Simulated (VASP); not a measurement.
# BP (P6_3/mmc) in VASP: a series of runs, part 2 of 2

VASP 6.6.1.

## 4. Relaxation of cell and atoms, PBE

INCAR reads:

```
PREC     = Accurate       # precision mode
ENCUT    = 600            # plane-wave cutoff, eV
EDIFF    = 1E-7           # SCF threshold, eV
ISMEAR   = 0              # smearing method
SIGMA    = 0.02           # smearing width, eV
LREAL    = F              # projectors in reciprocal space
LASPH    = T              # aspherical terms in the spheres
NELM     = 100            # most SCF steps
ALGO     = Normal         # electronic algorithm
ISIF     = 3              # what is computed and relaxed
LWAVE    = F              # write WAVECAR
LCHARG   = F              # write CHGCAR
GGA      = PE             # functional
IBRION   = 2              # ionic algorithm
NSW      = 100            # ionic steps
EDIFFG   = -0.01          # ionic threshold
```

KPOINTS reads:

```
Automatic mesh
0
Gamma
  12 12 4
```

POSCAR reads:

```
BP
1.0
    3.2141144671      0.0000000000      0.0000000000
   -1.6070572335      2.7835047792      0.0000000000
    0.0000000000      0.0000000000      9.8504767493
B P
2 2
Direct
    0.3333333333      0.6666666667      0.2500000000
    0.6666666667      0.3333333333      0.7500000000
    0.3333333333      0.6666666667      0.7500000000
    0.6666666667      0.3333333333      0.2500000000
```

Potentials or basis: VASP PAW PBE potentials, release 64 (B, P).

On the command line:

```
$ cat potpaw_PBE.64/B/POTCAR potpaw_PBE.64/P/POTCAR > POTCAR
$ mpirun -np 1 vasp_std > vasp.out
```

OUTCAR:

```text
PREC = Accurate
   ENCUT = 600
   EDIFF = 1E-7
   ISMEAR = 0
   LREAL = F
   LASPH = T
   NELM = 100
   ISIF = 3
   GGA = PE
   IBRION = 2
   NSW = 100
   EDIFFG = -0.01

 ion  position               nearest neighbor table
   1  0.333  0.667  0.250-   4 1.86   4 1.86   4 1.86
   2  0.667  0.333  0.750-   3 1.86   3 1.86   3 1.86
   3  0.333  0.667  0.750-   2 1.86   2 1.86   2 1.86
   4  0.667  0.333  0.250-   1 1.86   1 1.86   1 1.86

  LATTYP: Found a hexagonal cell.
 ALAT       =     3.2141144671
 C/A-ratio  =     3.0647560472

  Lattice vectors:

 A1 = (   3.2141144671,   0.0000000000,   0.0000000000)
 A2 = (  -1.6070572335,   2.7835047792,   0.0000000000)
 A3 = (   0.0000000000,   0.0000000000,   9.8504767493)

Analysis of symmetry for initial positions (statically):
=====================================================================
 Subroutine PRICEL returns:
 Original cell was already a primitive cell.

 Routine SETGRP: Setting up the symmetry group for a
 hexagonal supercell.

 Subroutine GETGRP returns: Found 24 space group operations
 (whereof 12 operations were pure point group operations)
 out of a pool of 24 trial point group operations.

The static configuration has the point symmetry D_3d.
 The point group associated with its full space group is D_6h.

Analysis of symmetry for dynamics (positions and initial velocities):
=====================================================================
 Subroutine PRICEL returns:
 Original cell was already a primitive cell.

 Routine SETGRP: Setting up the symmetry group for a
 hexagonal supercell.

 Subroutine GETGRP returns: Found 24 space group operations
 (whereof 12 operations were pure point group operations)
 out of a pool of 24 trial point group operations.

[... 143 lines left out ...]
   NGX = 13   NGY = 13   NGZ = 39

--------------------------------------- Ionic step        1  -------------------------------------------

 number of electron      16.0000000 magnetization

 Free energy of the ion-electron system (eV)
  ---------------------------------------------------
  ext. energy  EPLUGINS =         0.00000000
  ---------------------------------------------------
  free energy    TOTEN  =       -24.35125989 eV

  energy without entropy =      -24.35125989  energy(sigma->0) =      -24.35125989

------------------------ aborting loop because EDIFF is reached ----------------------------------------

  FORCE on cell =-STRESS in cart. coord.  units (eV):
  Direction    XX          YY          ZZ          XY          YZ          ZX
  --------------------------------------------------------------------------------------
  -------------------------------------------------------------------------------------
  Total       -0.1060570     -0.1060570      0.0001791     -0.0000000     -0.0000000      0.0000000
  in kB       -1.9281430     -1.9281430      0.0032567     -0.0000000     -0.0000000      0.0000000
  external PRESSURE =      -1.2843431 kB  Pullay stress =       0.0000000 kB
[... 63 lines left out ...]
--------------------------------------- Ionic step        3  -------------------------------------------

 number of electron      16.0000000 magnetization

 Free energy of the ion-electron system (eV)
  ---------------------------------------------------
  ext. energy  EPLUGINS =         0.00000000
  ---------------------------------------------------
  free energy    TOTEN  =       -24.35131822 eV

  energy without entropy =      -24.35131822  energy(sigma->0) =      -24.35131822

 E-fermi :   1.5128     XC(G=0):  -7.4772

 val. band max:        1.3890925418   @ k =   0.3333   0.3333   0.5000
 cond. band min:       2.2926343624   @ k =   0.3333   0.3333   0.5000
 fundamental gap:      0.9035418206
 Fermi energy:         1.5128038337

 k-point     1 :       0.0000    0.0000    0.0000
  band No.  band energies     occupation
      1     -12.2940      2.00000
      2     -12.2641      2.00000
      3      -2.9713      2.00000
      4      -2.5018      2.00000
      5      -0.2513      2.00000
      6      -0.2513      2.00000
      7      -0.2460      2.00000
      8      -0.2460      2.00000
      9       4.6405      0.00000
     10       6.0567      0.00000
     11       6.0576      0.00000
     12       6.0722      0.00000
[... 331 lines left out ...]
 k-point    24 :       0.3333   -0.0000    0.2500
  band No.  band energies     occupation
      1     -10.6784      2.00000
      2     -10.6604      2.00000
      3      -5.0524      2.00000
      4      -5.0404      2.00000
      5      -1.8694      2.00000
      6      -1.8637      2.00000
      7      -1.1346      2.00000
      8      -0.8416      2.00000
      9       4.5593      0.00000
     10       4.5848      0.00000
     11       4.8094      0.00000
     12       5.0492      0.00000

 [... further k-points ...]

------------------------ aborting loop because EDIFF is reached ----------------------------------------

  FORCE on cell =-STRESS in cart. coord.  units (eV):
  Direction    XX          YY          ZZ          XY          YZ          ZX
  --------------------------------------------------------------------------------------
  -------------------------------------------------------------------------------------
  Total        0.0038296      0.0038296     -0.0006099      0.0000000      0.0000000      0.0000000
  in kB        0.0696983      0.0696983     -0.0111007      0.0000000      0.0000000      0.0000000
  external PRESSURE =       0.0427653 kB  Pullay stress =       0.0000000 kB
[... 19 lines left out ...]
  FREE ENERGIE OF THE ION-ELECTRON SYSTEM (eV)
  ---------------------------------------------------
  free  energy   TOTEN  =       -24.3513182245 eV

  energy  without entropy=      -24.3513182245  energy(sigma->0) =      -24.35131822

 reached required accuracy - stopping structural energy minimisation
```

OSZICAR:

```text
N       E                     dE             d eps       ncg     rms          rms(c)
DAV:   1     0.715089751502E+02    0.71509E+02   -0.68760E+03  1368   0.121E+03
DAV:   2    -0.202638840997E+02   -0.91773E+02   -0.85364E+02  2112   0.190E+02
DAV:   3    -0.259180643232E+02   -0.56542E+01   -0.55920E+01  1696   0.512E+01
[... 23 lines left out ...]
DAV:   2    -0.243513336348E+02    0.53241E-04   -0.96868E-05  1624   0.759E-02    0.289E-02
DAV:   3    -0.243513221521E+02    0.11483E-04   -0.31624E-05  1668   0.334E-02    0.743E-03
DAV:   4    -0.243513197513E+02    0.24008E-05   -0.30802E-06  1636   0.129E-02    0.366E-03
DAV:   5    -0.243513182543E+02    0.14970E-05   -0.83658E-07  1696   0.642E-03    0.265E-03
DAV:   6    -0.243513182245E+02    0.29762E-07   -0.61402E-08   956   0.190E-03
   3 F= -.24351318E+02 E0= -.24351318E+02  d E =-.583302E-04
```

CONTCAR:

```text
BP
   1.00000000000000
     3.2123773773596960   -0.0000000000000312    0.0000000000000000
    -1.6061886886299019    2.7820004153562259   -0.0000000000000000
     0.0000000000000000   -0.0000000000000000    9.8504857413278568
  B               P
     2     2
Direct
     0.3333333332999970    0.6666666667000030    0.2500000000000000
     0.6666666667000030    0.3333333332999970    0.7500000000000000
     0.3333333332999970    0.6666666667000030    0.7500000000000000
     0.6666666667000030    0.3333333332999970    0.2500000000000000

  0.00000000E+00  0.00000000E+00  0.00000000E+00
  0.00000000E+00  0.00000000E+00  0.00000000E+00
  0.00000000E+00  0.00000000E+00  0.00000000E+00
  0.00000000E+00  0.00000000E+00  0.00000000E+00
```

Run time: 88 s. Hardware: 1 thread of Intel Xeon 6975P-C (Granite Rapids), shared host; peak memory 0.27 GiB.

Results:

```yaml
Free_energy: -24.3513 eV
Relaxed_volume: 22.01 Å³/atom
Relaxed_cell: a = 3.212 Å, b = 3.212 Å, c = 9.850 Å, α = 90.00°, β = 90.00°, γ = 120.00°
Space_group_after_relaxing_to_0.05_Å: P6_3/mmc (No. 194)
Energy_gained_by_relaxing: 0.0 meV/atom
Ionic_steps: 3
Pressure_after_relaxing: 0.0 GPa
Band_gap_on_the_k_mesh: 0.90 eV, direct
```

Final structure:
```
B P
1.0
     3.21238    0.00000    0.00000
    -1.60619    2.78200    0.00000
     0.00000    0.00000    9.85049
B P
2 2
Direct
  0.33333 0.66667 0.25000
  0.66667 0.33333 0.75000
  0.33333 0.66667 0.75000
  0.66667 0.33333 0.25000
```

Caveat: this functional lacks dispersion, which binds the layers, so the pressure and a relaxed spacing across them are unreliable.

## 5. The runs side by side

```tsv
task	cell	cutoff (eV)	gap on the mesh (eV)	pressure (GPa)	relaxed volume (Å³/atom)
single point	a = 3.214, b = 3.214, c = 9.850 Å, angles 90.0, 90.0, 120.0°, 4 atoms	520	0.91	-0.1	-
relaxation of cell and atoms	relaxed from a = 3.216, b = 3.216, c = 9.176 Å, angles 90.0, 90.0, 120.0°, 4 atoms	600	0.90	0.0	21.81
relaxation of cell and atoms	relaxed from a = 3.214, b = 3.214, c = 9.850 Å, angles 90.0, 90.0, 120.0°, 4 atoms	600	0.90	0.0	22.01
```

Alike in all rows: level PBE; potentials or basis VASP PAW PBE potentials, release 64 (B, P); no spin polarisation; k mesh 12 × 12 × 4; smearing gaussian 0.02 eV.

Caveats: this functional lacks dispersion, which binds the layers, so the pressure and a relaxed spacing across them are unreliable.

Total energies depend on the potentials used, so only differences within one code and one set of settings carry meaning.
